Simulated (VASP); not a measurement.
# Ta (Im-3m) in VASP: single point with LDA

Aim: the single point of Ta with LDA.

All numbers are computed with VASP 6.6.1; they aren't measurements. Logs are shortened: lines on timing, memory, paths and dates and some standing lists are left out, and cuts for length are marked.

## 1. The cell of the first run

It takes space group Im-3m (No. 229, cubic). The conventional cell has a = 3.247 Å, b = 3.247 Å, c = 3.247 Å, α = 90.00°, β = 90.00°, γ = 90.00°. Ta (site symmetry m-3m) has 14 Ta at 2.81 to 3.25 Å within 3.7 Å.

## 2. Single point, LDA

Input file INCAR:

```
ALGO     = Normal         # electronic algorithm
EDIFF    = 1E-6           # SCF threshold, eV
ENCUT    = 500            # plane-wave cutoff, eV
GGA_COMPAT= False        
ISIF     = 2              # what is computed and relaxed
ISMEAR   = 0              # smearing method
LASPH    = True           # aspherical terms in the spheres
LCHARG   = True           # write CHGCAR
LELF     = True           # ELF
LREAL    = False          # projectors in reciprocal space
LVHAR    = True         
LWAVE    = False          # write WAVECAR
NBANDS   = 12             # bands
NELM     = 120            # most SCF steps
PREC     = Accurate       # precision mode
SIGMA    = 0.1            # smearing width, eV
```

Input file KPOINTS:

```
k-points
0
Gamma
  8 8 8
```

Input file POSCAR:

```
Ta
1.0
   -1.6234893961      1.6234893961      1.6234893961
    1.6234893961     -1.6234893961      1.6234893961
    1.6234893961      1.6234893961     -1.6234893961
Ta
1
Direct
    0.0000000000      0.0000000000      0.0000000000
```

Potentials or basis: VASP PAW LDA potentials, release 64 (Ta_sv_GW).

Run with:

```
> cat potpaw_LDA.64/Ta_sv_GW/POTCAR > POTCAR
> mpirun -np 1 vasp_std > vasp.out
```

OUTCAR:

```text
EDIFF = 1E-6
   ENCUT = 500
   ISIF = 2
   ISMEAR = 0
   LASPH = True
   LREAL = False
   NELM = 120
   PREC = Accurate

 ion  position               nearest neighbor table
   1  0.000  0.000  0.000-

  LATTYP: Found a body centered cubic cell.
 ALAT       =     3.2469787922

  Lattice vectors:

 A1 = (  -1.6234893961,   1.6234893961,   1.6234893961)
 A2 = (   1.6234893961,  -1.6234893961,   1.6234893961)
 A3 = (   1.6234893961,   1.6234893961,  -1.6234893961)

Analysis of symmetry for initial positions (statically):
=====================================================================
 Subroutine PRICEL returns:
 Original cell was already a primitive cell.

 Routine SETGRP: Setting up the symmetry group for a
 body centered cubic supercell.

 Subroutine GETGRP returns: Found 48 space group operations
 (whereof 48 operations were pure point group operations)
 out of a pool of 48 trial point group operations.

The static configuration has the point symmetry O_h .

Analysis of symmetry for dynamics (positions and initial velocities):
=====================================================================
 Subroutine PRICEL returns:
 Original cell was already a primitive cell.

 Routine SETGRP: Setting up the symmetry group for a
 body centered cubic supercell.

 Subroutine GETGRP returns: Found 48 space group operations
 (whereof 48 operations were pure point group operations)
 out of a pool of 48 trial point group operations.

The dynamic configuration has the point symmetry O_h .

 Subroutine INISYM returns: Found 48 space group operations
 (whereof 48 operations are pure point group operations),
 and found     1 'primitive' translations

----------------------------------------------------------------------------------------

                                     Primitive cell

  volume of cell :      17.1162

  direct lattice vectors                    reciprocal lattice vectors
    -1.623489396  1.623489396  1.623489396     0.000000000  0.307978605  0.307978605
     1.623489396 -1.623489396  1.623489396     0.307978605  0.000000000  0.307978605
     1.623489396  1.623489396 -1.623489396     0.307978605  0.307978605  0.000000000

  length of vectors
     2.811966120  2.811966120  2.811966120     0.435547521  0.435547521  0.435547521

  position of ions in fractional coordinates (direct lattice)
     0.000000000  0.000000000  0.000000000

  ion indices of the primitive-cell ions
   primitive index   ion index
                 1           1

----------------------------------------------------------------------------------------

 KPOINTS: k-points

Automatic generation of k-mesh.
 Grid dimensions read from file:
 generate k-points for:    8    8    8

 Generating k-lattice:

  Cartesian coordinates                     Fractional coordinates (reciprocal lattice)
     0.000000000  0.038497326  0.038497326     0.125000000  0.000000000  0.000000000
     0.038497326  0.000000000  0.038497326     0.000000000  0.125000000  0.000000000
     0.038497326  0.038497326  0.000000000     0.000000000  0.000000000  0.125000000

  Length of vectors
     0.054443440  0.054443440  0.054443440

  Shift w.r.t. Gamma in fractional coordinates (k-lattice)
     0.000000000  0.000000000  0.000000000

 Subroutine IBZKPT returns following result:
 ===========================================

 Found     29 irreducible k-points:

 Following reciprocal coordinates:
            Coordinates               Weight
  0.000000  0.000000  0.000000      1.000000
  0.125000  0.000000  0.000000     12.000000
  0.250000  0.000000  0.000000     12.000000
  0.375000  0.000000  0.000000     12.000000
  0.500000  0.000000  0.000000      6.000000
  0.125000  0.125000  0.000000     24.000000
[... 16 lines left out ...]
 -0.250000  0.250000  0.250000      6.000000
 -0.375000  0.375000  0.250000     24.000000
 [... further k-points ...]
   k-points           NKPTS =     29   k-points in BZ     NKDIM =     29   number of bands    NBANDS=     12
   number of dos      NEDOS =    301   number of ions     NIONS =      1
   total plane-waves  NPLWV =  13824
   dimension x,y,z NGX =    24 NGY =   24 NGZ =   24
   dimension x,y,z NGXF=    48 NGYF=   48 NGZF=   48
   ions per type =               1
   NGX,Y,Z   is equivalent  to a cutoff of  14.19, 14.19, 14.19 a.u.
   NGXF,Y,Z  is equivalent  to a cutoff of  28.38, 28.38, 28.38 a.u.
 SYSTEM =  unknown system
   PREC   = accura    normal or accurate (medium, high low for compatibility)
   ISTART =      0    job   : 0-new  1-cont  2-samecut
   ICHARG =      2    charge: 1-file 2-atom 10-const
   ISPIN  =      1    spin polarized calculation?
   LNONCOLLINEAR =      F non collinear calculations
   LSORBIT =      F    spin-orbit coupling
   LASPH  =      T    aspherical Exc in radial PAW
   ENCUT  =  500.0 eV  36.75 Ry    6.06 a.u.   5.13  5.13  5.13*2*pi/ulx,y,z
   NELM   =    120;   NELMIN=  2; NELMDL= -5     # of ELM steps
   EDIFF  = 0.1E-05   stopping-criterion for ELM
   LREAL  =      F    real-space projection
   EDIFFG = 0.1E-04   stopping-criterion for IOM
   NSW    =      0    number of steps for IOM
   IBRION =     -1    ionic relax: 0-MD 1-quasi-New 2-CG
   NFREE  =      0    steps in history (QN), initial steepest desc. (CG)
   ISIF   =      2    stress and relaxation
   ISYM   =      2    0-nonsym 1-usesym 2-fastsym
   POTIM  = 0.5000    time-step for ionic-motion
   TEBEG  =    0.0;   TEEND  =   0.0 temperature during run
   PSTRESS=    0.0 pullay stress
   NELECT =      13.0000    total number of electrons
   NUPDOWN=      -1.0000    fix difference up-down
   EMIN   =  10.00;   EMAX   =-10.00  energy-range for DOS
   EFERMI =   0.00;   METHOD = LEGACY
   ISMEAR =     0;   SIGMA  =   0.10  broadening in eV -4-tet -1-fermi 0-gaus
   EFERMI_NEDOS =   21; number of points for ismear=-14 and -15
   IALGO  =     38    algorithm
   IMIX   =      4    mixing-type and parameters
     AMIX     =   0.40;   BMIX     =  1.00
     AMIX_MAG =   1.60;   BMIX_MAG =  1.00
  volume/ion in A,a.u.               =      17.12       115.51
  Fermi-wavevector in a.u.,A,eV,Ry     =   1.493665  2.822617 30.355070  2.231035
  Thomas-Fermi vector in A             =   2.606036
   LORBIT       =      0    0 simple, 1 ext, 2 COOP (PROOUT), +10 PAW based schemes
   GGA     = CA    functional components
   LHFCALC =     F    Hartree Fock is set to
   AEXX    =    0.0000 exact exchange contribution
   IVDW    =     0    specifies the selected vdW correction
   LEPSILON=     F    determine dielectric tensor
   LRPA    =     F    only Hartree local field effects (RPA)
 non-spin polarized calculation
 Gauss-broadening in eV      SIGMA  =   0.10
  energy-cutoff  :      500.00
  volume of cell :       17.12
 maximum number of plane-waves:       466
 NGX is ok and might be reduce to    24
   NGX = 11   NGY = 11   NGZ = 11

 number of electron      13.0000001 magnetization

 Free energy of the ion-electron system (eV)
  ---------------------------------------------------
  ext. energy  EPLUGINS =         0.00000000
  ---------------------------------------------------
  free energy    TOTEN  =       -15.35573335 eV

  energy without entropy =      -15.35201110  energy(sigma->0) =      -15.35387223

 E-fermi :  10.8165     XC(G=0): -13.5505

 val. band max:       10.7614966833   @ k =   0.2500   0.0000   0.0000
 cond. band min:      10.8468008131   @ k =  -0.2500   0.2500   0.1250
 fundamental gap:      0.0853041297
 Fermi energy:        10.8165443759

 k-point     1 :       0.0000    0.0000    0.0000
  band No.  band energies     occupation
      1     -55.7771      2.00000
      2     -21.8194      2.00000
      3     -21.8194      2.00000
      4     -21.8194      2.00000
      5       2.8678      2.00000
      6      11.5514      0.00000
      7      11.5514      0.00000
      8      11.5514      0.00000
      9      14.9919      0.00000
     10      14.9919      0.00000
     11      25.7618      0.00000
     12      25.7618      0.00000

 k-point     2 :       0.1250    0.0000    0.0000
  band No.  band energies     occupation
      1     -55.7555      2.00000
      2     -22.0429      2.00000
      3     -21.8878      2.00000
      4     -21.8208      2.00000
      5       3.5878      2.00000
      6      11.1044      0.00005
      7      11.3704      0.00000
      8      12.2786      0.00000
      9      14.4175      0.00000
     10      15.0043      0.00000
     11      26.3447      0.00000
     12      26.9874      0.00000

 k-point     3 :       0.2500    0.0000    0.0000
  band No.  band energies     occupation
      1     -55.7031      2.00000
      2     -22.5568      2.00000
      3     -22.0493      2.00000
      4     -21.8245      2.00000
      5       5.2562      2.00000
      6      10.1896      2.00000
      7      10.7615      1.56372
      8      14.3356      0.00000
      9      14.3845      0.00000
     10      15.1898      0.00000
     11      26.1930      0.00000
     12      28.2405      0.00000
[... 286 lines left out ...]
 k-point    23 :      -0.2500    0.2500    0.2500
  band No.  band energies     occupation
      1     -55.6387      2.00000
      2     -22.5849      2.00000
      3     -22.2995      2.00000
      4     -22.2995      2.00000
      5       7.2453      2.00000
      6       9.7559      2.00000
      7      12.1636      0.00000
      8      12.1636      0.00000
      9      14.1647      0.00000
     10      16.1633      0.00000
     11      25.8749      0.00000
     12      31.1724      0.00000

 k-point    24 :      -0.3750    0.3750    0.2500
  band No.  band energies     occupation
      1     -55.5929      2.00000
      2     -22.8705      2.00000
      3     -22.4692      2.00000
      4     -22.3432      2.00000
      5       7.9888      2.00000
      6       8.7360      2.00000
      7      12.1688      0.00000
      8      12.9049      0.00000
      9      16.5632      0.00000
     10      16.7791      0.00000
     11      25.6158      0.00000
     12      27.9920      0.00000

 [... further k-points ...]
[... 5 lines left out ...]
  --------------------------------------------------------------------------------------
  -------------------------------------------------------------------------------------
  Total       -0.0581691     -0.0581691     -0.0581691     -0.0000000      0.0000000     -0.0000000
  in kB       -5.4449581     -5.4449581     -5.4449581     -0.0000000      0.0000000     -0.0000000
  external PRESSURE =      -5.4449581 kB  Pullay stress =       0.0000000 kB

 VOLUME and BASIS-vectors are now :
 -----------------------------------------------------------------------------
  energy-cutoff  :      500.00
  volume of cell :       17.12
      direct lattice vectors                 reciprocal lattice vectors
    -1.623489396  1.623489396  1.623489396     0.000000000  0.307978605  0.307978605
     1.623489396 -1.623489396  1.623489396     0.307978605  0.000000000  0.307978605
     1.623489396  1.623489396 -1.623489396     0.307978605  0.307978605  0.000000000

 POSITION                                       TOTAL-FORCE (eV/Angst)
 -----------------------------------------------------------------------------------
      0.00000      0.00000      0.00000         0.000000      0.000000      0.000000
 -----------------------------------------------------------------------------------
    total drift:                                0.000000      0.000000     -0.000000

  FREE ENERGIE OF THE ION-ELECTRON SYSTEM (eV)
  ---------------------------------------------------
  free  energy   TOTEN  =       -15.3557333504 eV

  energy  without entropy=      -15.3520111036  energy(sigma->0) =      -15.35387223
```

Wall time 5.1 s (1 thread of Intel Xeon Platinum 8488C (Sapphire Rapids), shared host); peak memory 0.13 GiB.

What came out:

- Free energy: -15.3557 eV
- Pressure: -0.5 GPa
- Band gap on the k mesh: zero (an odd number of electrons rules out a gap without spin polarisation)

Caveat: spin-orbit coupling is left out, which moves the levels of the heavy elements.

The gap in the log of VASP goes by the Fermi energy; the results here count the filled bands.